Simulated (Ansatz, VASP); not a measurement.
## One calculation of Nb2PdS2, two programs

```
Nb S Pd
1.0
     3.14753    0.00000    0.00000
    -1.57377    2.72584    0.00000
     0.00000    0.00000   10.94508
Nb S Pd
2 2 1
Direct
  0.33333 0.66667 0.20394
  0.66667 0.33333 0.79606
  0.33333 0.66667 0.64932
  0.66667 0.33333 0.35068
  0.00000 0.00000 0.00000
```

Alike in both runs: functional PBE; k mesh 6 × 6 × 2; no spin polarisation.

Ansatz relaxed the structure, and its values are those at the end. VASP's run is a single point on that final structure, the one shown.

|  | VASP | Ansatz |
| --- | --- | --- |
| version | VASP 6.6.1 | Ansatz 0.2.0 |
| potentials or method | VASP PAW PBE potentials, release 64 (Nb_sv, S, Pd), cutoff 520 eV | PAW plane waves |
| occupations | methfessel-paxton of order 1, width 0.1525 eV | cold, width 0.1525 eV |
| valence electrons in the cell | 48 | 56 |

```csv
,VASP,Ansatz,Ansatz less VASP
gap on the k mesh at the Fermi level (eV),none,none,-
pressure (GPa),-0.4,0.0,+0.37
rms of the force components (eV/Å),0.020,0.001,-0.0185
```

A gap of «none» marks a metal or a gap that the smearing closes. VASP's potentials hold 48 valence electrons a cell and Ansatz's 56, so a difference there can come from the potentials and not from the codes. Ansatz's warnings: structure snapped to symmetry.

The k mesh is coarse, so the values compare programs but aren't converged.
